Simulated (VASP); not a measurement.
MgS:

```
Mg S
1.0
     0.00000    2.71764    2.71764
     2.71764    0.00000    2.71764
     2.71764    2.71764    0.00000
Mg S
1 1
Cartesian
  0.0000 0.0000 0.0000
  1.3588 1.3588 1.3588
```

This cell differs from its parent crystal: strain -4.0%.

Base run:

```yaml
Program: VASP 6.6.1
Functional: r2SCAN
Potentials_or_basis: VASP PAW PBE potentials, release 64 (Mg, S)
Cutoff: 520 eV
k_mesh: 8 × 8 × 8
Occupations: gaussian, width 0.01 eV
Spin: no spin polarisation
```

Its results: band gap on the k mesh 4.21 eV, indirect (least direct gap 4.82 eV); pressure 9.1 GPa.

The run is repeated on the same cell with these changes: functional from r2SCAN to PBE; occupations from gaussian, width 0.01 eV to fermi-dirac, width 0.02 eV. What comes out?

Band gap on the k mesh 3.75 eV, indirect (least direct gap 4.10 eV); pressure 10.3 GPa.

Caveats: the PAW data sets were made with another functional, which shifts forces and pressure a little (some runs).

A k mesh can miss the band edges.
